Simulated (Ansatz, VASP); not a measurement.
One calculation of PtSe2, two programs

```
Pt Se
1.0
     3.80091    0.00000    0.00000
    -1.90046    3.29169    0.00000
     0.00000    0.00000    5.12998
Pt Se
1 2
Direct
  0.00000 0.00000 0.00000
  0.33333 0.66667 0.24910
  0.66667 0.33333 0.75090
```

Change from the starting cell: volume scaled by 1.06, ions relaxed.

Alike in both runs: functional PBE; k mesh 14 × 14 × 9; occupations fermi-dirac, width 0.05 eV; no spin polarisation.

Ansatz relaxed the structure, and its values are those at the end. VASP's run is a single point on that final structure, the one shown.

```csv
,VASP,Ansatz
version,VASP 6.6.1,Ansatz 0.2.0
potentials or method,"VASP PAW PBE potentials, release 64 (Pt, Se)","plane-wave PAW, scalar-relativistic"
plane-wave cutoff (eV),520,420
valence electrons in the cell,22,50
```

|  | VASP | Ansatz | Ansatz less VASP |
| --- | --- | --- | --- |
| pressure (GPa) | 0.4 | 0.4 | +0.03 |

With one functional, cell and mesh, what is left measures potentials, basis and numerics. VASP's potentials hold 22 valence electrons a cell and Ansatz's 50, so a difference there can come from the potentials and not from the codes. Ansatz's warnings: stress scf threshold loose.

Neither program's run includes spin-orbit coupling.
